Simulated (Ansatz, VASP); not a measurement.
## Br: VASP beside Ansatz

Contents of INCAR:

```
PREC = Accurate ; ENCUT = 520
EDIFF = 1E-6 ; ISMEAR = -1
SIGMA = 0.05 ; LREAL = False
LASPH = True ; NELM = 100
ALGO = Normal ; ISIF = 2
LWAVE = False ; LCHARG = False
GGA = PE ; NBANDS = 22
```

KPOINTS

```
Automatic mesh
0
Gamma
  7 7 3
```

Contents of POSCAR:

```
Br
1.0
    3.4292128250     -2.3681017607      0.0000000000
    3.4292128250      2.3681017607      0.0000000000
    0.0000000000      0.0000000000      8.8729766646
Br
4
Direct
    0.3651000000      0.6349000000      0.3901000000
    0.1349000000      0.8651000000      0.8901000000
    0.6349000000      0.3651000000      0.6099000000
    0.8651000000      0.1349000000      0.1099000000
```

File input.yaml:

```yaml
crystal:
  lattice:
    - [3.429212825, -2.3681017607, 0.0]
    - [3.429212825, 2.3681017607, 0.0]
    - [0.0, 0.0, 8.8729766646]
  atoms:
    - { symbol: Br, position: [0.3651, 0.6349, 0.3901] }
    - { symbol: Br, position: [0.1349, 0.8651, 0.8901] }
    - { symbol: Br, position: [0.6349, 0.3651, 0.6099] }
    - { symbol: Br, position: [0.8651, 0.1349, 0.1099] }
kpoints:
  mp_grid: { grid: [7, 7, 3] }
scf:
  occupations: { method: fermi_dirac, width: 0.05 }
hamiltonian:
  xc: pbe
  pseudopotentials: { kind: all_electron, lapw: { basis_error: 0.001 } }
output:
  forces: true
  stress: true
  eigenvalues: true
```

Change from the starting cell: volume scaled by 1.06.

Alike in both runs: task single point; functional PBE; k mesh 7 × 7 × 3; occupations fermi-dirac, width 0.05 eV; no spin polarisation.

|  | VASP | Ansatz |
| --- | --- | --- |
| version | VASP 6.6.1 | Ansatz 0.2.0 |
| potentials or method | VASP PAW PBE potentials, release 64 (Br), cutoff 520 eV | all-electron LAPW, scalar-relativistic |

```tsv
	VASP	Ansatz	Ansatz less VASP
gap on the k mesh at the Fermi level (eV)	1.73	1.73	+0.008
least direct gap on the mesh (eV)	1.75	1.75	+0.007
pressure (GPa)	0.2	0.2	0.00
traceless stress, the component that is largest in VASP (GPa)	0.63	0.64	+0.015
rms of the force components (eV/Å)	0.154	0.148	-0.0054
```

Atom by atom the forces differ by 0.006 eV/Å (rms over components). Ansatz ran all-electron here, and VASP with PAW potentials.
